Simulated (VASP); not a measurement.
Here is a VASP 6.6.1 calculation.

Contents of POSCAR:

```
LiCl
1.0
    0.0000000000      2.5038583334      2.5038583334
    2.5038583334      0.0000000000      2.5038583334
    2.5038583334      2.5038583334      0.0000000000
Li Cl
1 1
Direct
    0.0000000000      0.0000000000      0.0000000000
    0.5000000000      0.5000000000      0.5000000000
```

INCAR.step1

```
PREC = Accurate ; ENCUT = 520
ISMEAR = 0 ; SIGMA = 0.01
LREAL = False ; LASPH = True
NELM = 60 ; NBANDS = 12
GGA = PE ; ALGO = Normal
EDIFF = 1E-4 ; LWAVE = True
LCHARG = False
```

Contents of INCAR.step2:

```
PREC = Accurate ; ENCUT = 520
EDIFF = 1E-6 ; ISMEAR = 0
SIGMA = 0.01 ; LREAL = False
LASPH = True ; NELM = 60
ALGO = Normal ; ISIF = 2
LWAVE = False ; LCHARG = False
METAGGA = R2SCAN ; LMIXTAU = True
NBANDS = 12 ; ISTART = 1
```

KPOINTS

```
regular mesh
0
Gamma
  8 8 8
```

Potentials or basis: VASP PAW PBE potentials, release 64 (Li_sv, Cl).

Launch:

```bash
$ cat potpaw_PBE.64/Li_sv/POTCAR potpaw_PBE.64/Cl/POTCAR > POTCAR
$ cp INCAR.step1 INCAR
$ mpirun -np 1 vasp_std > vasp.out
$ cp INCAR.step2 INCAR
$ mpirun -np 1 vasp_std > vasp.out
```

Q: Predict the band gap on the k mesh.

A: 7.62 eV, indirect (least direct gap 7.79 eV).

 A k mesh can miss the band edges.
